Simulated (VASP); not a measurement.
Runs of VASP 6.6.1 on Mg. The structure is that of space group Im-3m (No. 229), or close to it. The cells are those of the table. This isn't the form of Mg at room conditions, which is hcp.

```tsv
cell	gap on the mesh (eV)	pressure (GPa)
a = 3.037 Å, angles 109.5°, 1 atom	none	2.3
a = 3.079 Å, angles 109.5°, 1 atom	none	(a)
a = 3.100 Å, angles 109.5°, 1 atom	none	-0.1
a = 3.058 Å, angles 109.5°, 1 atom	none	1.4
```

Alike in all rows: task single point; level PBE; potentials or basis VASP PAW PBE potentials, release 64 (Mg); no spin polarisation; k mesh 43 × 43 × 43; cutoff (eV) 520; smearing fermi-dirac 0.0612256 eV.

Fill in the values left out.

(a) 0.6.

A gap of «none» marks levels without a gap at the run's occupations.
